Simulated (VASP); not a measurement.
NbRu, 2 atoms in the cell. The structure is cubic, space group Pm-3m (No. 221). Conventional cell: a = 3.184 Å, b = 3.184 Å, c = 3.184 Å, α = 90.00°, β = 90.00°, γ = 90.00°. Nb (site symmetry m-3m) has 8 Ru at 2.76 Å and 6 Nb at 3.18 Å within 3.6 Å. Ru (site symmetry m-3m) has 8 Nb at 2.76 Å and 6 Ru at 3.18 Å within 3.6 Å. 

* Program: VASP 6.6.1
* Task: electric field gradients
* Functional: PBEsol
* Potentials or basis: VASP PAW PBE potentials, release 64 (Nb_sv, Ru_pv)
* Cutoff: 520 eV
* k mesh: 11 × 11 × 11
* Occupations: fermi-dirac, width 0.03 eV
* Spin: no spin polarisation
* Dipole correction: no
* Further INCAR settings: ALGO = Normal; EDIFF = 1e-08; NBANDS = 20

Potentials or basis: VASP PAW PBE potentials, release 64 (Nb_sv, Ru_pv).

Launch:

```console
$ cat potpaw_PBE.64/Nb_sv/POTCAR potpaw_PBE.64/Ru_pv/POTCAR > POTCAR
$ mpirun -np 1 vasp_std > vasp.out
```

Hardware: 1 thread of Intel Xeon 8259CL, on a shared host.

Problem. Estimate the wall time of this run.

Solution. Run time: 43 s on 1 thread of Intel Xeon 8259CL (shared host), peak memory 0.16 GiB. Counts: scf iterations 15, k points 56.
